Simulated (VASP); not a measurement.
The system is TiSi2.

```
Ti Si
1.0
     0.00000    4.14479    4.29113
     2.40534    0.00000    4.29113
     2.40534    4.14479    0.00000
Ti Si
2 4
Direct
  0.75000 0.75000 0.75000
  0.50000 0.50000 0.50000
  0.41257 0.08743 0.41257
  0.08743 0.41257 0.08743
  0.16257 0.83743 0.16257
  0.83743 0.16257 0.83743
```

This cell differs from its parent crystal: volume scaled by 1.02.

Base run:

- Program: VASP 6.6.1
- Functional: PBE
- Potentials or basis: VASP PAW PBE potentials, release 64 (Ti_sv, Si)
- Cutoff: 520 eV
- k mesh: 7 × 7 × 7
- Occupations: fermi-dirac, width 0.05 eV
- Spin: no spin polarisation

Its results: band gap on the k mesh zero (band 20 reaches 10.64 eV, above the bottom of band 21 at 8.86 eV); pressure -0.8 GPa; largest force 0.009 eV/Å.

**Question.** The run is repeated on the same cell with these changes: functional from PBE to PBEsol. What comes out?

**Answer.** Band gap on the k mesh zero (band 20 reaches 10.55 eV, above the bottom of band 21 at 8.77 eV); pressure -4.6 GPa; largest force 0.037 eV/Å.

PBEsol binds more tightly than PBE, so the same cell stands under less pressure.

Caveats: the PAW data sets were made with another functional, which shifts forces and pressure a little (some runs).
